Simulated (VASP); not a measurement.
Crystal: In.

```
In
1.0
     1.69161    0.97665    8.31547
    -1.69161    0.97665    8.31547
     0.00000   -1.95330    8.31547
In
3
Direct
  0.22199 0.22199 0.22199
  0.77801 0.77801 0.77801
  0.00000 0.00000 0.00000
```

Base run:

```yaml
Program: VASP 6.6.1
Functional: PBE
Potentials_or_basis: VASP PAW PBE potentials, release 64 (In_d)
Cutoff: 520 eV
k_mesh: 9 × 9 × 9
Occupations: fermi-dirac, width 0.05 eV
Spin: no spin polarisation
```

Its results: pressure 0.2 GPa; largest force 0.032 eV/Å.

Task: The run is repeated on the same cell with these changes: functional from PBE to PBEsol; further incar settings from ALGO = Fast; EDIFF = 1e-06; NBANDS = 26 to ALGO = Fast; EDIFF = 1e-07; NBANDS = 26. What comes out?

Result: Pressure -2.5 GPa; largest force 0.035 eV/Å.

Caveats: the PAW data sets were made with another functional, which shifts forces and pressure a little (some runs).
